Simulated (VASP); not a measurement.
# W (R-3m) in VASP: notebook, part 2 of 2

VASP 6.6.1.

## (3) Single point, LDA (13.57 Å³/atom)

Input file INCAR:

```
PREC = Accurate ; ENCUT = 520
EDIFF = 1E-7 ; ISMEAR = 0
SIGMA = 0.15 ; LREAL = False
LASPH = True ; NELM = 100
ALGO = Fast ; ISIF = 2
LWAVE = False ; LCHARG = True
GGA = CA ; LELF = True
LVHAR = True ; NBANDS = 13
```

Input file KPOINTS:

```
Automatic mesh
0
Gamma
  22 22 22
```

Input file POSCAR:

```
W
1.0
   -0.8982568276      1.5663219933      1.5663219933
    1.5663219933     -0.8982568276      1.5663219933
    1.5663219933      1.5663219933     -0.8982568276
W
1
Direct
    0.0000000000      0.0000000000      0.0000000000
```

Potentials or basis: VASP PAW LDA potentials, release 64 (W_sv).

Command:

```sh
$ cat potpaw_LDA.64/W_sv/POTCAR > POTCAR
$ mpirun -np 1 vasp_std > vasp.out
```

OUTCAR:

```text
PREC = Accurate
   ENCUT = 520
   EDIFF = 1E-7
   ISMEAR = 0
   LREAL = False
   LASPH = True
   NELM = 100
   ISIF = 2
   GGA = CA

 ion  position               nearest neighbor table
   1  0.000  0.000  0.000-

  LATTYP: Found a trigonal (rhomboedric) cell.
 ALAT       =     2.3903126368
 COS(alpha) =    -0.0631046292

  Lattice vectors:

 A1 = (  -0.8982568276,   1.5663219933,   1.5663219933)
 A2 = (   1.5663219933,  -0.8982568276,   1.5663219933)
 A3 = (   1.5663219933,   1.5663219933,  -0.8982568276)

Analysis of symmetry for initial positions (statically):
=====================================================================
 Subroutine PRICEL returns:
 Original cell was already a primitive cell.

 Routine SETGRP: Setting up the symmetry group for a
 trigonal (rhombohedral) supercell.

 Subroutine GETGRP returns: Found 12 space group operations
 (whereof 12 operations were pure point group operations)
 out of a pool of 12 trial point group operations.

The static configuration has the point symmetry D_3d.

Analysis of symmetry for dynamics (positions and initial velocities):
=====================================================================
 Subroutine PRICEL returns:
 Original cell was already a primitive cell.

 Routine SETGRP: Setting up the symmetry group for a
 trigonal (rhombohedral) supercell.

 Subroutine GETGRP returns: Found 12 space group operations
 (whereof 12 operations were pure point group operations)
 out of a pool of 12 trial point group operations.

The dynamic configuration has the point symmetry D_3d.

 Subroutine INISYM returns: Found 12 space group operations
 (whereof 12 operations are pure point group operations),
 and found     1 'primitive' translations

----------------------------------------------------------------------------------------

                                     Primitive cell

  volume of cell :      13.5720

  direct lattice vectors                    reciprocal lattice vectors
[... 115 lines left out ...]
   LRPA    =     F    only Hartree local field effects (RPA)
 non-spin polarized calculation
 RMM-DIIS sequential band-by-band and
 Gauss-broadening in eV      SIGMA  =   0.15
  energy-cutoff  :      520.00
  volume of cell :       13.57
 maximum number of plane-waves:       379
 NGX is ok and might be reduce to    18
   NGX =  9   NGY =  9   NGZ =  9

 number of electron      13.9999997 magnetization

 Free energy of the ion-electron system (eV)
  ---------------------------------------------------
  ext. energy  EPLUGINS =         0.00000000
  ---------------------------------------------------
  free energy    TOTEN  =       -11.72056122 eV

  energy without entropy =      -11.71287105  energy(sigma->0) =      -11.71671613

 E-fermi :  13.7461     XC(G=0): -14.5749

 val. band max:       13.7454147550   @ k =   0.4091   0.4091   0.1818
 cond. band min:      13.7483882357   @ k =   0.3636   0.3636   0.1364
 fundamental gap:      0.0029734807
 Fermi energy:        13.7460722123

 k-point     1 :       0.0000    0.0000    0.0000
  band No.  band energies     occupation
      1     -60.0862      2.00000
      2     -23.3778      2.00000
      3     -23.1645      2.00000
      4     -23.1645      2.00000
      5       3.6593      2.00000
      6       7.4938      2.00000
      7       7.4938      2.00000
      8      20.0004      0.00000
      9      20.4391      0.00000
     10      20.4391      0.00000
     11      30.2298      0.00000
     12      30.2298      0.00000
     13      33.0554      0.00000
[... 354 lines left out ...]
  band No.  band energies     occupation
      1     -59.7734      2.00000
      2     -26.1785      2.00000
      3     -23.0627      2.00000
      4     -22.9099      2.00000
      5       7.7013      2.00000
      6       8.8722      2.00000
      7      12.5777      2.00000
      8      14.9445      0.00000
      9      15.4994      0.00000
     10      20.7923      0.00000
     11      26.8161      0.00000
     12      28.6019      0.00000
     13      36.0326      0.00000

 [... further k-points ...]

------------------------ aborting loop because EDIFF is reached ----------------------------------------

  FORCE on cell =-STRESS in cart. coord.  units (eV):
  Direction    XX          YY          ZZ          XY          YZ          ZX
  --------------------------------------------------------------------------------------
  -------------------------------------------------------------------------------------
  Total        8.6694571      8.6694571      8.6694571     -1.0933093     -1.0933093     -1.0933093
  in kB     1023.4311553   1023.4311553   1023.4311553   -129.0653773   -129.0653773   -129.0653773
  external PRESSURE =    1023.4311553 kB  Pullay stress =       0.0000000 kB

 VOLUME and BASIS-vectors are now :
 -----------------------------------------------------------------------------
  energy-cutoff  :      520.00
  volume of cell :       13.57
      direct lattice vectors                 reciprocal lattice vectors
    -0.898256828  1.566321993  1.566321993    -0.121315890  0.284432951  0.284432951
     1.566321993 -0.898256828  1.566321993     0.284432951 -0.121315890  0.284432951
     1.566321993  1.566321993 -0.898256828     0.284432951  0.284432951 -0.121315890

 POSITION                                       TOTAL-FORCE (eV/Angst)
 -----------------------------------------------------------------------------------
      0.00000      0.00000      0.00000         0.000000      0.000000     -0.000000
 -----------------------------------------------------------------------------------
    total drift:                                0.000000     -0.000000      0.000000

  FREE ENERGIE OF THE ION-ELECTRON SYSTEM (eV)
  ---------------------------------------------------
  free  energy   TOTEN  =       -11.7205612224 eV

  energy  without entropy=      -11.7128710475  energy(sigma->0) =      -11.71671613
```

OSZICAR:

```text
N       E                     dE             d eps       ncg     rms          rms(c)
DAV:   1     0.862650456269E+02    0.86265E+02   -0.74741E+03 26852   0.125E+03
DAV:   2    -0.104773947877E+02   -0.96742E+02   -0.92431E+02 29539   0.321E+02
DAV:   3    -0.120550574499E+02   -0.15777E+01   -0.15720E+01 30169   0.399E+01
DAV:   4    -0.120605333131E+02   -0.54759E-02   -0.54757E-02 29929   0.259E+00
DAV:   5    -0.120605712728E+02   -0.37960E-04   -0.37960E-04 30404   0.204E-01    0.300E+01
RMM:   6    -0.118091913555E+02    0.25138E+00   -0.12115E-01 28587   0.332E+00    0.152E+01
RMM:   7    -0.117231820796E+02    0.86009E-01   -0.10969E-01 29891   0.328E+00    0.470E-01
RMM:   8    -0.117204803798E+02    0.27017E-02   -0.73910E-03 32842   0.102E+00    0.751E-02
RMM:   9    -0.117205456341E+02   -0.65254E-04   -0.99521E-04 32454   0.415E-01    0.416E-02
RMM:  10    -0.117205593371E+02   -0.13703E-04   -0.13340E-04 36155   0.148E-01    0.128E-02
RMM:  11    -0.117205608778E+02   -0.15407E-05   -0.27731E-05 33099   0.651E-02    0.452E-03
RMM:  12    -0.117205610950E+02   -0.21719E-06   -0.66582E-06 34250   0.330E-02    0.201E-03
RMM:  13    -0.117205612001E+02   -0.10507E-06   -0.15329E-06 28526   0.146E-02    0.807E-04
RMM:  14    -0.117205612224E+02   -0.22311E-07   -0.25339E-07 24493   0.584E-03
   1 F= -.11720561E+02 E0= -.11716716E+02  d E =-.769017E-02
```

It took 58 s on 1 thread of Intel Xeon 6975P-C (Granite Rapids), shared host; peak memory 0.26 GiB.

Results:

```
Free energy            : -11.7206 eV
Pressure               : 102.3 GPa
Band gap on the k mesh : zero (bands 7 and 8 overlap by 4.12 eV)
```

Caveat: the cell stands under pressure; spin-orbit coupling is left out, which moves the levels of the heavy elements.

## (4) Single point, LDA (14.19 Å³/atom)

This run uses another cell than the first one, of 14.19 Å³/atom.

Input file INCAR:

```
SYSTEM = W
ALGO = Fast ; EDIFF = 1E-6
ENCUT = 520 ; ISIF = 2
ISMEAR = 0 ; LASPH = .True.
LCHARG = .True. ; LELF = .True.
LREAL = .False. ; LVHAR = .True.
LWAVE = .False. ; NBANDS = 13
NELM = 100 ; PREC = Accurate
SIGMA = 0.15
```

Input file KPOINTS:

```
k-points
0
Gamma
  22 22 22
  0 0 0
```

Input file POSCAR:

```
W
1.0
   -1.1192613579      1.5530697792      1.5530697792
    1.5530697792     -1.1192613579      1.5530697792
    1.5530697792      1.5530697792     -1.1192613579
W
1
Direct
    0.0000000000      0.0000000000      0.0000000000
```

Command:

```sh
$ cat potpaw_LDA.64/W_sv/POTCAR > POTCAR
$ mpirun -np 1 vasp_std > vasp.out
```

It took 53 s on 1 thread of Intel Xeon 6975P-C (Granite Rapids), shared host; peak memory 0.27 GiB.

It converged, with:

| Property | Result |
| --- | --- |
| Free energy | -12.7644 eV |
| Pressure | 62.2 GPa |
| Band gap on the k mesh | zero (bands 7 and 8 overlap by 3.79 eV) |

Stress tensor (GPa, compression positive):
```
 62.22 -24.75 -24.75
-24.75  62.22 -24.75
-24.75 -24.75  62.22
```

Levels at points of the mesh, in eV from the Fermi level:
```tsv
k point	band 4	band 5	band 6	band 7	band 8	band 9	band 10	band 11
(0.00, 0.00, 0.00)	-37.09	-10.09	-5.11	-5.11	3.65	4.97	4.97	14.36
(0.50, 0.00, 0.00)	-36.94	-6.59	-4.81	-0.36	2.08	2.61	5.35	12.75
(0.50, 0.50, 0.00)	-36.95	-7.66	-4.32	1.73	2.63	3.90	8.77	9.31
(0.50, 0.50, 0.50)	-38.48	-6.72	-6.72	-2.04	6.73	9.31	9.31	12.52
```

Caveat: the cell stands under pressure; spin-orbit coupling is left out, which moves the levels of the heavy elements.

## (5) Summary

| cell | further INCAR settings | gap on the mesh (eV) | pressure (GPa) |
| --- | --- | --- | --- |
| a = 2.501 Å, angles 105.4°, 1 atom | ALGO = Fast; EDIFF = 1e-07; NBANDS = 13 | none | 68.8 |
| a = 2.390 Å, angles 93.6°, 1 atom | ALGO = Fast; EDIFF = 1e-07; NBANDS = 13 | none | 102.3 |
| a = 2.465 Å, angles 100.1°, 1 atom | ALGO = Fast; EDIFF = 1e-06; NBANDS = 13 | none | 62.2 |

Alike in all rows: task single point; level LDA; potentials or basis VASP PAW LDA potentials, release 64 (W_sv); no spin polarisation; k mesh 22 × 22 × 22; cutoff (eV) 520; smearing gaussian 0.15 eV.

Caveats: the cell stands under pressure; spin-orbit coupling is left out, which moves the levels of the heavy elements.

Absolute energies hang on the potentials; compare differences alone.
